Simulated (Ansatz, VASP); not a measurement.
## BAs: VASP beside Ansatz

Contents of INCAR:

```
SYSTEM = BAs
  PREC = Accurate
  ENCUT = 500
  EDIFF = 1E-6
  ISMEAR = 0
  SIGMA = 0.05
  LREAL = .False.
  LASPH = .True.
  NELM = 120
  ALGO = Normal
  ISIF = 2
  LWAVE = .False.
  LCHARG = .False.
  GGA = PE
  NBANDS = 11
  GGA_COMPAT = .False.
```

File KPOINTS:

```
Automatic mesh
0
Gamma
  6 6 6
  0 0 0
```

File POSCAR:

```
BAs
1.0
    0.0000000000      2.4048378118      2.4048378118
    2.4048378118      0.0000000000      2.4048378118
    2.4048378118      2.4048378118      0.0000000000
B As
1 1
Direct
    0.0000000000      0.0000000000      0.0000000000
    0.2500000000      0.2500000000      0.2500000000
```

Input for Ansatz:

```yaml
crystal:
  lattice:
    - [0.0, 2.4048378118, 2.4048378118]
    - [2.4048378118, 0.0, 2.4048378118]
    - [2.4048378118, 2.4048378118, 0.0]
  atoms:
    - { symbol: B, position: [0.0, 0.0, 0.0] }
    - { symbol: As, position: [0.25, 0.25, 0.25] }
basis:
  ecutwfc: 420
kpoints:
  mp_grid: { grid: [6, 6, 6] }
hamiltonian:
  xc: pbe
scf:
  occupations: { method: gaussian, width: 0.05 }
output:
  forces: true
  stress: true
  eigenvalues: true
```

Alike in both runs: task single point; functional PBE; k mesh 6 × 6 × 6; occupations gaussian, width 0.05 eV; no spin polarisation.

```csv
,VASP,Ansatz
version,VASP 6.6.1,Ansatz 0.2.0
potentials or method,"VASP PAW PBE potentials, release 64 (B, As), cutoff 500 eV","scalar-relativistic, plane waves, PAW"
valence electrons in the cell,8,18
```

VASP gave:

| Property | Result |
| --- | --- |
| gap on the k mesh at the Fermi level (eV) | 1.29 |
| least direct gap on the mesh (eV) | 3.25 |
| pressure (GPa) | 0.6 |

Task: Which values does Ansatz return?

Result: gap on the k mesh at the Fermi level (eV): 1.30; least direct gap on the mesh (eV): 3.25; pressure (GPa): 0.0.

VASP's potentials hold 8 valence electrons a cell and Ansatz's 18, so a difference there can come from the potentials and not from the codes.
